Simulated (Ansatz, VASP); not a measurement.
**BN: VASP beside Ansatz**

INCAR

```
ALGO = Normal ; EDIFF = 1E-6
ENCUT = 520 ; GGA = PE
ISIF = 2 ; ISMEAR = 0
IVDW = 12 ; LASPH = T
LCHARG = F ; LREAL = F
LWAVE = F ; NBANDS = 26
NELM = 80 ; PREC = Accurate
SIGMA = 0.05
```

File KPOINTS:

```
k-points
0
Gamma
  6 6 6
```

The input POSCAR:

```
BN
1.0
    0.0000000000      0.0000000000      4.3376638211
    2.5076849351      3.3394821895      2.1688319106
   -2.5076849351      3.3394821895      2.1688319106
B N
4 4
Direct
    0.4539991050      0.7500000000      0.2500000000
    0.5001068737      0.2500000000      0.7500000000
    0.0001068737      0.5000000000      0.5000000000
    0.0001068737      1.0000000000      0.0000000000
    0.1665931163      0.7500000000      0.2500000000
    0.1665931163      0.2500000000      0.7500000000
    0.6665931163      0.5000000000      0.5000000000
    0.6665931163      0.0000000000      0.0000000000
```

Input for Ansatz:

```yaml
crystal:
  lattice:
    - [0.0, 0.0, 4.3376638211]
    - [2.5076849351, 3.3394821895, 2.1688319106]
    - [-2.5076849351, 3.3394821895, 2.1688319106]
  atoms:
    - { symbol: B, position: [0.453999105, 0.75, 0.25] }
    - { symbol: B, position: [0.5001068737, 0.25, 0.75] }
    - { symbol: B, position: [0.0001068737, 0.5, 0.5] }
    - { symbol: B, position: [0.0001068737, 1.0, 0.0] }
    - { symbol: "N", position: [0.1665931163, 0.75, 0.25] }
    - { symbol: "N", position: [0.1665931163, 0.25, 0.75] }
    - { symbol: "N", position: [0.6665931163, 0.5, 0.5] }
    - { symbol: "N", position: [0.6665931163, 0.0, 0.0] }
basis:
  ecutwfc: 420
kpoints:
  mp_grid: { grid: [6, 6, 6] }
hamiltonian:
  xc: pbe
  dispersion: d3bj
scf:
  occupations: { method: gaussian, width: 0.05 }
output:
  forces: true
  stress: true
  eigenvalues: true
```

Alike in both runs: task single point; functional PBE; dispersion D3(BJ); k mesh 6 × 6 × 6; occupations gaussian, width 0.05 eV; no spin polarisation.

|  | VASP | Ansatz |
| --- | --- | --- |
| version | VASP 6.6.1 | Ansatz 0.2.0 |
| potentials or method | VASP PAW PBE potentials, release 64 (B, N), cutoff 520 eV | scalar-relativistic, plane waves, PAW |
| valence electrons in the cell | 32 | 32 |

|  | VASP | Ansatz | Ansatz less VASP |
| --- | --- | --- | --- |
| gap on the k mesh at the Fermi level (eV) | 3.24 | 3.25 | +0.008 |
| least direct gap on the mesh (eV) | 3.64 | 3.65 | +0.006 |
| pressure (GPa) | 5.0 | 4.9 | -0.05 |
| traceless stress, the component that is largest in VASP (GPa) | 11.54 | 11.42 | -0.120 |
| rms of the force components (eV/Å) | 3.393 | 3.390 | -0.0030 |

Atom by atom the forces differ by 0.005 eV/Å (rms over components).
